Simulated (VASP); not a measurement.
Runs of VASP 6.6.1 on P. The structure is that of space group Im-3m (No. 229), or close to it. The cells are those of the table. This isn't the form of P at room conditions, which is orthorhombic.

```csv
cell,k mesh,gap on the mesh (eV),pressure (GPa)
"a = 2.792 Å, angles 109.5°, 1 atom",8 × 8 × 8,none,-15.4
"a = 2.608 Å, angles 109.5°, 1 atom",24 × 24 × 24,none,0.2
"a = 2.391 Å, angles 109.5°, 1 atom",24 × 24 × 24,none,(a)
"a = 2.249 Å, angles 109.5°, 1 atom",24 × 24 × 24,none,120.0
"a = 2.158 Å, angles 109.5°, 1 atom",8 × 8 × 8,none,200.4
"a = 2.021 Å, angles 109.5°, 1 atom",24 × 24 × 24,none,(b)
```

Alike in all rows: task single point; level PBEsol; potentials or basis VASP PAW PBE potentials, release 64 (P); no spin polarisation; cutoff (eV) 500; smearing gaussian 0.1 eV.

**Question.** Estimate the missing entries.

**Answer.** (a) 48.1; (b) 397.9.

Caveats: some runs use coarse meshes; the PAW data sets were made with another functional, which shifts forces and pressure a little; an odd number of electrons without spin polarisation forces a metal; a magnetic or distorted state may lie lower; the cell stands under pressure (at least some runs); the cell stands under tension (at least some runs).

A gap of «none» marks levels without a gap at the run's occupations.
